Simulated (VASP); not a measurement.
# TiO2 in VASP: settings compared, part 2 of 2

VASP 6.6.1. The steps go on from the part before.

### 4 Single point, BLYP

This run uses another cell than the first one, of 11.00 Å³/atom.

Input file INCAR:

```
PREC = Accurate
ENCUT = 520
EDIFF = 1E-6
ISMEAR = -1
SIGMA = 0.05
LREAL = F
LASPH = T
NELM = 100
ALGO = Normal
ISIF = 2
LWAVE = F
LCHARG = T
GGA = B5
ALDAX = 1.0
AGGAX = 1.0
AGGAC = 1.0
ALDAC = 0.0
LELF = T
LVHAR = T
NBANDS = 46
```

Input file KPOINTS:

```
Automatic mesh
0
Gamma
  9 6 4
```

Input file POSCAR:

```
TiO2
1.0
    2.9682645463      0.0000000000      0.0000000000
    0.0002080834      4.7076067549      0.0000000000
    1.4835696211      0.2423534620      7.0834647979
Ti O
3 6
Direct
    0.0033718700      0.0003888100      0.0007031900
    0.3446402100      0.4802596500      0.3169598700
    0.6617081400      0.5204743600      0.6844963600
    0.4400381600      0.1854376900      0.1285388000
    0.7779263400      0.2977287500      0.4518780700
    0.1012362400      0.3089534200      0.8062432200
    0.9064972100      0.6918369900      0.1951715700
    0.2294071500      0.7030072800      0.5495147300
    0.5680256700      0.8153000600      0.8728271800
```

Potentials or basis: VASP PAW PBE potentials, release 64 (Ti_sv, O).

Started as:

```sh
> cat potpaw_PBE.64/Ti_sv/POTCAR potpaw_PBE.64/O/POTCAR > POTCAR
> mpirun -np 1 vasp_std > vasp.out
```

OUTCAR:

```text
PREC = Accurate
   ENCUT = 520
   EDIFF = 1E-6
   ISMEAR = -1
   LREAL = F
   LASPH = T
   NELM = 100
   ISIF = 2
   GGA = B5

 ion  position               nearest neighbor table
   1  0.003  0.000  0.001-   9 1.96   4 1.96   4 1.96   9 1.96   7 1.97   6 1.97
   2  0.345  0.480  0.317-   5 1.95   5 1.95   4 1.96   7 1.97   7 1.97   8 1.98
   3  0.662  0.520  0.684-   8 1.95   8 1.95   9 1.96   6 1.97   6 1.97   5 1.98
   4  0.440  0.185  0.129-   1 1.96   2 1.96   1 1.96
   5  0.778  0.298  0.452-   2 1.95   2 1.95   3 1.98
   6  0.101  0.309  0.806-   1 1.97   3 1.97   3 1.97
   7  0.906  0.692  0.195-   2 1.97   1 1.97   2 1.97
   8  0.229  0.703  0.550-   3 1.95   3 1.95   2 1.98
   9  0.568  0.815  0.873-   1 1.96   3 1.96   1 1.96

  LATTYP: Found a triclinic cell.
 ALAT       =     7.2412145089
 B/A-ratio  =     0.4099125282
 C/A-ratio  =     0.6501128718
 COS(alpha) =     0.0000442015
 COS(beta)  =     0.0334776766
 COS(gamma) =     0.2048785627

  Lattice vectors:

 A1 = (   1.4835696211,   0.2423534620,   7.0834647979)
 A2 = (   2.9682645463,   0.0000000000,   0.0000000000)
[... 189 lines left out ...]

 E-fermi :   5.3208     XC(G=0): -10.5635

 val. band max:        4.1699336224   @ k =   0.0000   0.0000   0.2500
 cond. band min:       6.3945537610   @ k =   0.0000   0.0000   0.0000
 fundamental gap:      2.2246201386
 Fermi energy:         5.3208369895

 k-point     1 :       0.0000    0.0000    0.0000
  band No.  band energies     occupation
      1     -52.3847      2.00000
      2     -52.2511      2.00000
      3     -52.2174      2.00000
      4     -28.8071      2.00000
      5     -28.8065      2.00000
      6     -28.7355      2.00000
[... 1165 lines left out ...]
     45       8.2717      0.00000
     46       9.9354      0.00000

 [... further k-points ...]
[... 5 lines left out ...]
  --------------------------------------------------------------------------------------
  -------------------------------------------------------------------------------------
  Total        6.5997670      5.6369726      6.2056485     -0.0107225     -0.0100695      0.0053585
  in kB      106.8293697     91.2447702    100.4498362     -0.1735632     -0.1629929      0.0867367
  external PRESSURE =      99.5079920 kB  Pullay stress =       0.0000000 kB

 VOLUME and BASIS-vectors are now :
 -----------------------------------------------------------------------------
  energy-cutoff  :      520.00
  volume of cell :       98.98
      direct lattice vectors                 reciprocal lattice vectors
     2.968264546  0.000000000  0.000000000     0.336897195 -0.000014891 -0.070559655
     0.000208083  4.707606755  0.000000000     0.000000000  0.212422161 -0.007267806
     1.483569621  0.242353462  7.083464798     0.000000000  0.000000000  0.141173850

 POSITION                                       TOTAL-FORCE (eV/Angst)
 -----------------------------------------------------------------------------------
      0.01105      0.00200      0.00498         0.002731     -0.001892      0.002200
      1.49332      2.33769      2.24517         0.007110     -0.001349     -0.061477
      2.97973      2.61608      4.84861         0.002247      0.004624      0.057075
      1.49688      0.90412      0.91050        -0.002190      0.060510      0.096558
      2.97955      1.51110      3.20086         0.006137     -0.391547      0.071487
      1.49668      1.64983      5.71100        -0.003288     -0.094675      0.029638
      2.98042      3.30420      1.38249        -0.002126      0.092760     -0.029893
      1.49633      3.44266      3.89247        -0.004364      0.390486     -0.070032
      2.98112      4.04964      6.18264        -0.006258     -0.058918     -0.095557
 -----------------------------------------------------------------------------------
    total drift:                                0.000569     -0.000501      0.000333

  FREE ENERGIE OF THE ION-ELECTRON SYSTEM (eV)
  ---------------------------------------------------
  free  energy   TOTEN  =       -76.9379757189 eV

  energy  without entropy=      -76.9379757189  energy(sigma->0) =      -76.93797572
```

stdout:

```text
POSCAR found type information on POSCAR TiO
 POSCAR found :  2 types and       9 ions
 scaLAPACK will be used
 -----------------------------------------------------------------------------
|                                                                             |
|                                                                             |
|     You enforced a specific xc type in the INCAR file but a different       |
|     I HOPE YOU KNOW WHAT YOU ARE DOING!                                     |
|                                                                             |
 -----------------------------------------------------------------------------

 LDA part: xc-table for (Slater(with rela. corr.)+VWN5), standard interpolation
 POSCAR, INCAR and KPOINTS ok, starting setup
 FFT: planning ... GRIDC
 FFT: planning ... GRID_SOFT
 FFT: planning ... GRID
 WAVECAR not read
 entering main loop
```

Wall time 16 min (1 thread of Intel Xeon 8259CL, shared host); peak memory 0.46 GiB.

What came out:

```
Free energy            : -76.9380 eV
Pressure               : 10.0 GPa
Largest force          : 0.398 eV/Å
Band gap on the k mesh : 2.22 eV (least direct gap 2.28 eV)
```

Forces in eV/Å, atoms in the order of the input:
```
Ti   0.003 -0.002  0.002
Ti   0.007 -0.001 -0.061
Ti   0.002  0.005  0.057
O   -0.002  0.061  0.097
O    0.006 -0.392  0.071
O   -0.003 -0.095  0.030
O   -0.002  0.093 -0.030
O   -0.004  0.390 -0.070
O   -0.006 -0.059 -0.096
```

Stress tensor (GPa, compression positive):
```
10.68 -0.02  0.01
-0.02  9.12 -0.02
 0.01 -0.02 10.04
```

Caveat: the cell stands under pressure; the PAW data sets were made with another functional, which shifts forces and pressure a little.

### 5 Overview

```csv
level,cell,k mesh,gap on the mesh (eV),pressure (GPa),largest force (eV/Å)
RPBE+D3(BJ),"a = 2.923, b = 4.448, c = 7.221 Å, angles 90.5, 78.3, 90.0°, 9 atoms, atomic positions A",7 × 5 × 3,2.53,0.7,0.06
BLYP+D3(BJ),"a = 2.973, b = 4.671, c = 7.243 Å, angles 85.9, 78.2, 90.0°, 9 atoms, atomic positions B",9 × 6 × 4,2.15,1.1,0.09
BLYP,"a = 2.968, b = 4.708, c = 7.241 Å, angles 88.1, 78.2, 90.0°, 9 atoms, atomic positions C",9 × 6 × 4,2.22,10.0,0.40
```

Alike in all rows: task single point; potentials or basis VASP PAW PBE potentials, release 64 (Ti_sv, O); no spin polarisation; cutoff (eV) 520; smearing fermi-dirac 0.05 eV.

Caveats: the PAW data sets were made with another functional, which shifts forces and pressure a little; the dispersion term is far too large for a dense solid, which distorts pressure and volume (at least some runs); the cell stands under pressure (at least some runs).

Total energies depend on the potentials used, so only differences within one code and one set of settings carry meaning.
